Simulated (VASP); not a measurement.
# HgTe (NiAs type) (P6_3/mmc) in VASP: single point with PBE

Aim: the single point of HgTe (NiAs type) with PBE.

All numbers are computed with VASP 6.6.1; they aren't measurements. Logs are shortened: lines on timing, memory, paths and dates and some standing lists are left out, and cuts for length are marked.

## (1) The cell of the first run

Symmetry: P6_3/mmc, No. 194, hexagonal system. The conventional cell has a = 2.883 Å, b = 2.883 Å, c = 9.360 Å, α = 90.00°, β = 90.00°, γ = 120.00°. Within 3.8 Å of Hg (site symmetry -3m) lie 6 Te at 2.87 Å and 6 Hg at 2.88 Å. Within 3.8 Å of Te (site symmetry -6m2) lie 6 Hg at 2.87 Å and 6 Te at 2.88 Å.

## (2) Single point, PBE

INCAR

```
SYSTEM = HgTe
  PREC = Accurate
  ENCUT = 520
  EDIFF = 1E-6
  ISMEAR = -1
  SIGMA = 0.05
  LREAL = .False.
  LASPH = .True.
  NELM = 100
  ALGO = Normal
  ISIF = 2
  LWAVE = .False.
  LCHARG = .False.
  GGA = PE
  NBANDS = 26
```

KPOINTS

```
regular mesh
0
Gamma
  10 10 6
  0 0 0
```

POSCAR

```
HgTe
1.0
    2.8831880752      0.0000000000      0.0000000000
   -1.4415940376      2.4969141170      0.0000000000
    0.0000000000      0.0000000000      9.3596909437
Hg Te
2 2
Direct
    0.0000000000      0.0000000000      0.0000000000
    0.0000000000      0.0000000000      0.5000000000
    0.3333333333      0.6666666667      0.2500000000
    0.6666666667      0.3333333333      0.7500000000
```

Potentials or basis: VASP PAW PBE potentials, release 64 (Hg, Te).

Started as:

```sh
cat potpaw_PBE.64/Hg/POTCAR potpaw_PBE.64/Te/POTCAR > POTCAR
mpirun -np 1 vasp_std > vasp.out
```

OUTCAR:

```text
SYSTEM = HgTe
   PREC = Accurate
   ENCUT = 520
   EDIFF = 1E-6
   ISMEAR = -1
   LREAL = .False.
   LASPH = .True.
   NELM = 100
   ISIF = 2
   GGA = PE

 ion  position               nearest neighbor table
   1  0.000  0.000  0.000-   3 2.87   4 2.87   3 2.87   4 2.87   4 2.87   3 2.87
   2  0.000  0.000  0.500-   3 2.87   4 2.87   3 2.87   4 2.87   4 2.87   3 2.87
   3  0.333  0.667  0.250-   1 2.87   2 2.87   1 2.87   2 2.87   1 2.87   2 2.87
   4  0.667  0.333  0.750-   1 2.87   2 2.87   1 2.87   2 2.87   1 2.87   2 2.87

  LATTYP: Found a hexagonal cell.
 ALAT       =     2.8831880752
 C/A-ratio  =     3.2462991312

  Lattice vectors:

 A1 = (   2.8831880752,   0.0000000000,   0.0000000000)
 A2 = (  -1.4415940376,   2.4969141170,   0.0000000000)
 A3 = (   0.0000000000,   0.0000000000,   9.3596909437)

Analysis of symmetry for initial positions (statically):
=====================================================================
 Subroutine PRICEL returns:
 Original cell was already a primitive cell.

 Routine SETGRP: Setting up the symmetry group for a
 hexagonal supercell.

 Subroutine GETGRP returns: Found 24 space group operations
 (whereof 12 operations were pure point group operations)
 out of a pool of 24 trial point group operations.

The static configuration has the point symmetry D_3d.
 The point group associated with its full space group is D_6h.

Analysis of symmetry for dynamics (positions and initial velocities):
=====================================================================
 Subroutine PRICEL returns:
 Original cell was already a primitive cell.

 Routine SETGRP: Setting up the symmetry group for a
 hexagonal supercell.

 Subroutine GETGRP returns: Found 24 space group operations
 (whereof 12 operations were pure point group operations)
 out of a pool of 24 trial point group operations.

The dynamic configuration has the point symmetry D_3d.
 The point group associated with its full space group is D_6h.

 Subroutine INISYM returns: Found 24 space group operations
 (whereof 12 operations are pure point group operations),
 and found     1 'primitive' translations

----------------------------------------------------------------------------------------

                                     Primitive cell

  volume of cell :      67.3811

  direct lattice vectors                    reciprocal lattice vectors
     2.883188075  0.000000000  0.000000000     0.346838282  0.200247176  0.000000000
    -1.441594038  2.496914117  0.000000000     0.000000000  0.400494351  0.000000000
     0.000000000  0.000000000  9.359690944     0.000000000  0.000000000  0.106841135

  length of vectors
     2.883188075  2.883188075  9.359690944     0.400494351  0.400494351  0.106841135

  position of ions in fractional coordinates (direct lattice)
     0.000000000  0.000000000  0.000000000
     0.000000000  0.000000000  0.500000000
     0.333333333  0.666666667  0.250000000
     0.666666667  0.333333333  0.750000000

  ion indices of the primitive-cell ions
   primitive index   ion index
                 1           1
                 2           2
                 3           3
                 4           4

----------------------------------------------------------------------------------------

 KPOINTS: regular mesh

Automatic generation of k-mesh.
 Grid dimensions read from file:
 generate k-points for:   10   10    6

 Generating k-lattice:

  Cartesian coordinates                     Fractional coordinates (reciprocal lattice)
     0.034683828  0.020024718  0.000000000     0.100000000  0.000000000  0.000000000
     0.000000000  0.040049435  0.000000000     0.000000000  0.100000000  0.000000000
     0.000000000  0.000000000  0.017806856     0.000000000  0.000000000  0.166666667

  Length of vectors
     0.040049435  0.040049435  0.017806856

  Shift w.r.t. Gamma in fractional coordinates (k-lattice)
     0.000000000  0.000000000  0.000000000

 Subroutine IBZKPT returns following result:
 ===========================================

 Found     56 irreducible k-points:

 Following reciprocal coordinates:
            Coordinates               Weight
  0.000000  0.000000  0.000000      1.000000
  0.100000  0.000000  0.000000      6.000000
  0.200000  0.000000  0.000000      6.000000
  0.300000  0.000000  0.000000      6.000000
  0.400000  0.000000  0.000000      6.000000
  0.500000  0.000000  0.000000      3.000000
[... 16 lines left out ...]
  0.300000  0.100000  0.166667     24.000000
  0.400000  0.100000  0.166667     24.000000
 [... further k-points ...]
   k-points           NKPTS =     56   k-points in BZ     NKDIM =     56   number of bands    NBANDS=     26
   number of dos      NEDOS =    301   number of ions     NIONS =      4
   total plane-waves  NPLWV =  40320
   dimension x,y,z NGX =    24 NGY =   24 NGZ =   70
   dimension x,y,z NGXF=    48 NGYF=   48 NGZF=  140
   ions per type =               2   2
   NGX,Y,Z   is equivalent  to a cutoff of  13.84, 13.84, 12.43 a.u.
   NGXF,Y,Z  is equivalent  to a cutoff of  27.68, 27.68, 24.87 a.u.
 SYSTEM =  HgTe
   PREC   = accura    normal or accurate (medium, high low for compatibility)
   ISTART =      0    job   : 0-new  1-cont  2-samecut
   ICHARG =      2    charge: 1-file 2-atom 10-const
   ISPIN  =      1    spin polarized calculation?
   LNONCOLLINEAR =      F non collinear calculations
   LSORBIT =      F    spin-orbit coupling
   LASPH  =      T    aspherical Exc in radial PAW
   ENCUT  =  520.0 eV  38.22 Ry    6.18 a.u.   5.36  5.36 17.40*2*pi/ulx,y,z
   NELM   =    100;   NELMIN=  2; NELMDL= -5     # of ELM steps
   EDIFF  = 0.1E-05   stopping-criterion for ELM
   LREAL  =      F    real-space projection
[... 7 lines left out ...]
   TEBEG  =    0.0;   TEEND  =   0.0 temperature during run
   PSTRESS=    0.0 pullay stress
   NELECT =      36.0000    total number of electrons
   NUPDOWN=      -1.0000    fix difference up-down
   EMIN   =  10.00;   EMAX   =-10.00  energy-range for DOS
   EFERMI =   0.00;   METHOD = LEGACY
   ISMEAR =    -1;   SIGMA  =   0.05  broadening in eV -4-tet -1-fermi 0-gaus
   EFERMI_NEDOS =   21; number of points for ismear=-14 and -15
   IALGO  =     38    algorithm
   IMIX   =      4    mixing-type and parameters
     AMIX     =   0.40;   BMIX     =  1.00
     AMIX_MAG =   1.60;   BMIX_MAG =  1.00
  volume/ion in A,a.u.               =      16.85       113.68
  Fermi-wavevector in a.u.,A,eV,Ry     =   1.328402  2.510316 24.009559  1.764653
  Thomas-Fermi vector in A             =   2.457643
   LORBIT       =      0    0 simple, 1 ext, 2 COOP (PROOUT), +10 PAW based schemes
   GGA     = PE    functional components
   LHFCALC =     F    Hartree Fock is set to
   AEXX    =    0.0000 exact exchange contribution
   IVDW    =     0    specifies the selected vdW correction
   LEPSILON=     F    determine dielectric tensor
   LRPA    =     F    only Hartree local field effects (RPA)
 non-spin polarized calculation
  energy-cutoff  :      520.00
  volume of cell :       67.38
 maximum number of plane-waves:      1846
 NGX is ok and might be reduce to    24
   NGX = 11   NGY = 11   NGZ = 35

 number of electron      36.0000006 magnetization

 Free energy of the ion-electron system (eV)
  ---------------------------------------------------
  ext. energy  EPLUGINS =         0.00000000
  ---------------------------------------------------
  free energy    TOTEN  =         0.91967261 eV

  energy without entropy =        0.93512710  energy(sigma->0) =        0.92739986

 E-fermi :  11.9434     XC(G=0): -12.6954

 val. band max:       11.9232480372   @ k =   0.3000   0.2000   0.3333
 cond. band min:      11.9789373740   @ k =   0.3000   0.1000   0.0000
 fundamental gap:      0.0556893368
 Fermi energy:        11.9433786301

 k-point     1 :       0.0000    0.0000    0.0000
  band No.  band energies     occupation
      1      -5.7794      2.00000
      2      -5.1202      2.00000
      3      -0.5732      2.00000
      4       1.0963      2.00000
      5       2.0415      2.00000
      6       2.9910      2.00000
[... 18 lines left out ...]
     25      22.1979      0.00000
     26      22.6856      0.00000

 k-point     2 :       0.1000    0.0000    0.0000
  band No.  band energies     occupation
      1      -5.5242      2.00000
      2      -4.8893      2.00000
      3      -0.2673      2.00000
      4       1.3389      2.00000
      5       2.1570      2.00000
      6       2.8618      2.00000
[... 18 lines left out ...]
     25      23.2852      0.00000
     26      23.5692      0.00000

 k-point     3 :       0.2000    0.0000    0.0000
  band No.  band energies     occupation
      1      -4.7640      2.00000
      2      -4.2035      2.00000
      3       0.5606      2.00000
      4       1.8271      2.00000
      5       2.3415      2.00000
      6       2.4608      2.00000
[... 18 lines left out ...]
     25      21.0946      0.00000
     26      22.7991      0.00000

 k-point     4 :       0.3000    0.0000    0.0000
  band No.  band energies     occupation
      1      -3.5234      2.00000
      2      -3.0948      2.00000
      3       1.2795      2.00000
      4       1.8179      2.00000
      5       2.0999      2.00000
      6       2.5884      2.00000
[... 18 lines left out ...]
     25      18.8320      0.00000
     26      19.5072      0.00000
[... 496 lines left out ...]
      1      -3.9851      2.00000
      2      -3.5694      2.00000
      3       1.3215      2.00000
      4       2.0052      2.00000
      5       2.2244      2.00000
      6       2.4963      2.00000
[... 18 lines left out ...]
     25      20.4015      0.00000
     26      20.6759      0.00000

 k-point    23 :       0.3000    0.1000    0.1667
  band No.  band energies     occupation
      1      -2.5473      2.00000
      2      -2.2769      2.00000
      3       1.4989      2.00000
      4       1.8346      2.00000
      5       2.0911      2.00000
      6       2.5567      2.00000
[... 18 lines left out ...]
     25      19.3180      0.00000
     26      19.7646      0.00000

 k-point    24 :       0.4000    0.1000    0.1667
  band No.  band energies     occupation
      1      -1.1306      2.00000
      2      -0.6575      2.00000
      3       1.2664      2.00000
      4       1.5744      2.00000
      5       1.9459      2.00000
      6       1.9624      2.00000
[... 18 lines left out ...]
     25      19.2202      0.00000
     26      19.4631      0.00000

 [... further k-points ...]

------------------------ aborting loop because EDIFF is reached ----------------------------------------

  FORCE on cell =-STRESS in cart. coord.  units (eV):
  Direction    XX          YY          ZZ          XY          YZ          ZX
  --------------------------------------------------------------------------------------
  -------------------------------------------------------------------------------------
  Total       33.4350483     33.4350483     33.4257982      0.0000000      0.0000000      0.0000000
  in kB      795.0134029    795.0134029    794.7934556      0.0000000      0.0000000      0.0000000
  external PRESSURE =     794.9400871 kB  Pullay stress =       0.0000000 kB

 VOLUME and BASIS-vectors are now :
 -----------------------------------------------------------------------------
  energy-cutoff  :      520.00
  volume of cell :       67.38
      direct lattice vectors                 reciprocal lattice vectors
     2.883188075  0.000000000  0.000000000     0.346838282  0.200247176  0.000000000
    -1.441594038  2.496914117  0.000000000     0.000000000  0.400494351  0.000000000
     0.000000000  0.000000000  9.359690944     0.000000000  0.000000000  0.106841135

 POSITION                                       TOTAL-FORCE (eV/Angst)
 -----------------------------------------------------------------------------------
      0.00000      0.00000      0.00000         0.000000      0.000000     -0.000000
      0.00000      0.00000      4.67985         0.000000      0.000000     -0.000000
     -0.00000      1.66461      2.33992         0.000000      0.000000      0.000000
      1.44159      0.83230      7.01977        -0.000000      0.000000      0.000000
 -----------------------------------------------------------------------------------
    total drift:                               -0.000000      0.000000      0.000000

  FREE ENERGIE OF THE ION-ELECTRON SYSTEM (eV)
  ---------------------------------------------------
  free  energy   TOTEN  =         0.9196726129 eV

  energy  without entropy=        0.9351271042  energy(sigma->0) =        0.92739986
```

Wall time 2.4 min (1 thread of Intel Xeon 8259CL, shared host); peak memory 0.25 GiB.

Results:

```yaml
Free_energy: 0.9197 eV
Pressure: 79.5 GPa
Band_gap_on_the_k_mesh: zero (bands 18 and 19 overlap by 7.20 eV)
```

Caveat: the cell stands under pressure; spin-orbit coupling is left out, which moves the levels of the heavy elements.
